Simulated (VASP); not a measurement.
Input of a VASP 6.6.1 run:

The input INCAR:

```
SYSTEM = Pb
ALGO = Normal
EDIFF = 1E-7
ENCUT = 520
GGA = CA
ISIF = 2
ISMEAR = 1
LASPH = .True.
LCHARG = .False.
LREAL = .False.
LWAVE = .False.
NBANDS = 21
NELM = 100
PREC = Accurate
SIGMA = 0.1
```

The input KPOINTS:

```
k-points
0
Gamma
  7 7 7
  0 0 0
```

Contents of POSCAR:

```
Pb
1.0
    0.0000000000      3.4390000550      3.4390000550
    3.4390000550      0.0000000000      3.4390000550
    3.4390000550      3.4390000550      0.0000000000
Pb
2
Direct
    0.5000000000      0.5000000000      0.5000000000
    0.7500000000      0.7500000000      0.7500000000
```

Potentials or basis: VASP PAW LDA potentials, release 64 (Pb_d).

The run is started by

```bash
$ cat potpaw_LDA.64/Pb_d/POTCAR > POTCAR
$ mpirun -np 1 vasp_std > vasp.out
```

Q: Estimate the pressure.

A: -0.7 GPa.

Q: What does it give for the band gap on the k mesh?

A: Zero (band 14 reaches 4.45 eV, above the bottom of band 15 at 3.34 eV).

Caveat: spin-orbit coupling is left out, which moves the levels of the heavy elements.
